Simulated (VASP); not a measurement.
## Te: single point with PBEsol

The system is Te.

```xyz
3
Lattice="4.3147 0.0000 0.0000 -2.1574 3.7366 0.0000 0.0000 0.0000 5.9565" Properties=species:S:1:pos:R:3 pbc="T T T"
Te    1.2270    0.0000    1.9855
Te   -0.6135    1.0626    3.9710
Te    1.5439    2.6740    0.0000
```

- Program: VASP 6.6.1
- Task: single point
- Functional: PBEsol
- Potentials or basis: VASP PAW PBE potentials, release 64 (Te)
- Cutoff: 520 eV
- k mesh: 12 × 12 × 8
- Occupations: gaussian, width 0.1 eV
- Spin: no spin polarisation

The pressure is 0.1 GPa, the largest force is 0.014 eV/Å and the band gap on the k mesh is zero (filled and empty bands touch).

Forces on the atoms (eV/Å):
```
Te   0.014  0.000  0.000
Te  -0.007  0.012  0.000
Te  -0.007 -0.012  0.000
```

Levels at points of the mesh, in eV from the Fermi level:
| k point | band 7 | band 8 | band 9 | band 10 | band 11 | band 12 |
| --- | --- | --- | --- | --- | --- | --- |
| (0.00, 0.00, 0.00) | -1.82 | -1.82 | -1.17 | 0.96 | 0.96 | 1.64 |
| (0.50, 0.00, 0.00) | -3.94 | -0.89 | -0.76 | 0.52 | 0.53 | 2.36 |
| (0.00, 0.00, 0.50) | -1.31 | -0.89 | -0.89 | 0.21 | 0.27 | 0.27 |
| (0.50, 0.00, 0.50) | -2.82 | -2.55 | -0.36 | 0.32 | 1.98 | 2.62 |

Wall time 88 s on 1 thread of Intel(R) Xeon(R) Platinum 8488C (Sapphire Rapids), on a shared host, peak memory 0.31 GiB.

Caveat: the PAW data sets were made with another functional, which shifts forces and pressure a little; spin-orbit coupling is left out, which moves the levels of the heavy elements.
